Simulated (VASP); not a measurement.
A run of VASP 6.6.1 is set up as follows.

The input INCAR:

```
PREC = Accurate
ENCUT = 520
EDIFF = 1E-6
ISMEAR = 0
SIGMA = 0.15
LREAL = False
LASPH = True
NELM = 60
ALGO = Normal
ISIF = 2
LWAVE = False
LCHARG = True
GGA = PS
LELF = True
LVHAR = True
NBANDS = 18
```

KPOINTS

```
regular mesh
0
Gamma
  9 9 5
```

Contents of POSCAR:

```
Ag
1.0
    2.8803293874      0.0000000000      0.0000000000
   -1.4401646937      2.4944379950      0.0000000000
    0.0000000000      0.0000000000      4.7087978722
Ag
2
Direct
    0.3333333333      0.6666666667      0.2500000000
    0.6666666667      0.3333333333      0.7500000000
```

Potentials or basis: VASP PAW PBE potentials, release 64 (Ag).

Command:

```console
$ cat potpaw_PBE.64/Ag/POTCAR > POTCAR
$ mpirun -np 1 vasp_std > vasp.out
```

(1) Estimate the pressure.

(2) What does it give for the band gap on the k mesh?

## Answers

(1) -2.1 GPa.

(2) zero (band 11 reaches 12.25 eV, above the bottom of band 12 at 5.08 eV).

Caveat: the PAW data sets were made with another functional, which shifts forces and pressure a little.
